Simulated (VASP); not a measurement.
Crystal: Fe.

```
CELL_PARAMETERS angstrom
-1.44300 1.44300 1.44300
1.44300 -1.44300 1.44300
1.44300 1.44300 -1.44300
ATOMIC_POSITIONS crystal
Fe 0.00000 0.00000 0.00000
```

Base run:

- Program: VASP 6.6.1
- Functional: r2SCAN
- Potentials or basis: VASP PAW PBE potentials, release 64 (Fe)
- Cutoff: 520 eV
- k mesh: 12 × 12 × 12
- Occupations: gaussian, width 0.05 eV
- Spin: collinear spin, ferromagnetic start
- Starting moments: [4.0] μB

Its results: pressure -2.4 GPa; site moments Fe +2.79 μB.

After a change of settings the same cell gave: pressure 46.3 GPa; site moments Fe +3.87 μB. Which change was it?
A. moments at the start from [4.0] to [2.0]; fixed moment from none to 2 μB
B. further incar settings from ALGO = Normal; EDIFF = 1e-06; NBANDS = 14 to ALGO = Normal; EDIFF = 1e-07; NBANDS = 14; fixed moment from none to 4 μB
C. moments at the start from [4.0] to [0.4]

B.

Caveats: the PAW data sets were made with another functional, which shifts forces and pressure a little; the total moment is fixed, so each spin has its own Fermi level (some runs).
